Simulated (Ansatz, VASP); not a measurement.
Sn3P4 in VASP and in Ansatz

```xyz
7
Lattice="2.7245 -4.8175 0.0000 2.7245 4.8175 0.0000 0.0000 0.0000 6.7431" Properties=species:S:1:pos:R:3 pbc="T T T"
Sn    2.7245    2.8705    0.0000
Sn    2.7245   -2.8705    0.0000
Sn    2.7245    0.0000    3.3715
P     2.7245    3.0896    3.3715
P     2.7245   -3.0896    3.3715
P     0.0000    0.0000    1.8663
P     0.0000    0.0000    4.8767
```

Alike in both runs: functional PBE; k mesh 4 × 4 × 4; occupations gaussian, width 0.1 eV; no spin polarisation.

Ansatz relaxed the structure, and its values are those at the end. VASP's run is a single point on that final structure, the one shown.

|  | VASP | Ansatz |
| --- | --- | --- |
| version | VASP 6.6.1 | Ansatz 0.2.0 |
| potentials or method | VASP PAW PBE potentials, release 64 (Sn_d, P), cutoff 520 eV | scalar-relativistic, plane waves, PAW |
| valence electrons in the cell | 62 | 62 |

VASP gave:

```
gap on the k mesh at the Fermi level (eV) : none
pressure (GPa)                            : -0.1
rms of the force components (eV/Å)        : 0.018
```

Q: Which values does Ansatz return?

A: gap on the k mesh at the Fermi level (eV): none; pressure (GPa): 0.0; rms of the force components (eV/Å): 0.001.

A gap of «none» marks a metal or a gap that the smearing closes.
